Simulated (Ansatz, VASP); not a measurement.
## One calculation of SnSe2, two programs

```
Sn Se
1.0
     3.81100    0.00000    0.00000
    -1.90550    3.30042    0.00000
     0.00000    0.00000    6.13600
Sn Se
1 2
Direct
  0.00000 0.00000 0.00000
  0.33333 0.66667 0.24900
  0.66667 0.33333 0.75100
```

Alike in both runs: task single point; functional PBE; k mesh 6 × 6 × 2; no spin polarisation.

|  | VASP | Ansatz |
| --- | --- | --- |
| version | VASP 6.6.1 | Ansatz 0.2.0 |
| potentials or method | VASP PAW PBE potentials, release 64 (Sn_d, Se), cutoff 500 eV | plane waves, PAW |
| occupations | gaussian, width 0.01 eV | fixed |
| valence electrons in the cell | 26 | 46 |

```csv
,VASP,Ansatz,Ansatz less VASP
gap on the k mesh at the Fermi level (eV),0.87,0.88,+0.006
```

VASP's potentials hold 26 valence electrons a cell and Ansatz's 46, so a difference there can come from the potentials and not from the codes.

The k mesh is coarse, so the values compare programs but aren't converged.
